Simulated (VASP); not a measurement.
Crystal: CaGe4N.

```
Ca Ge N
1.0
     0.00000    3.93337    3.93337
     3.93337    0.00000    3.93337
     3.93337    3.93337    0.00000
Ca Ge N
1 4 1
Direct
  0.00000 0.00000 0.00000
  0.12500 0.62500 0.62500
  0.62500 0.62500 0.62500
  0.62500 0.12500 0.62500
  0.62500 0.62500 0.12500
  0.25000 0.25000 0.25000
```

The cell was generated, and may not be a known phase.

- Program: VASP 6.6.1
- Task: relaxation of cell and atoms
- Functional: PBE
- Potentials or basis: VASP PAW PBE potentials, release 64 (Ca_sv, Ge_d, N)
- Cutoff: 600 eV
- k mesh: 8 × 8 × 8
- Occupations: gaussian, width 0.1 eV
- Spin: no spin polarisation

At the start: pressure -3.7 GPa; volume 20.28 Å³/atom.

Question: How do energy, volume and symmetry change on relaxing?

Answer: Over 6 steps the energy falls by 18.7 meV/atom and the volume is 18.80 Å³/atom (-7.3 %); space group F-43m (No. 216, to 0.1 Å) before and after.

Step by step:
```tsv
step	energy change (eV)	largest force (eV/Å)	pressure (GPa)	volume (Å³)
1	0.0000	0.1291	-3.74	121.71
2	-0.1111	0.0640	-0.30	113.56
3	-0.1117	0.0561	0.02	112.95
4	-0.1117	0.0539	0.10	112.78
5	-0.1120	0.0048	0.10	112.81
6	-0.1120	0.0016	0.08	112.81
```

Final structure:
```
Ca Ge N
1.0
     0.00000    3.83506    3.83506
     3.83506    0.00000    3.83506
     3.83506    3.83506    0.00000
Ca Ge N
1 4 1
Direct
  0.00000 0.00000 0.00000
  0.12722 0.62426 0.62426
  0.62426 0.62426 0.62426
  0.62426 0.12722 0.62426
  0.62426 0.62426 0.12722
  0.25000 0.25000 0.25000
```

Caveat: an odd number of electrons without spin polarisation forces a metal; a magnetic or distorted state may lie lower.
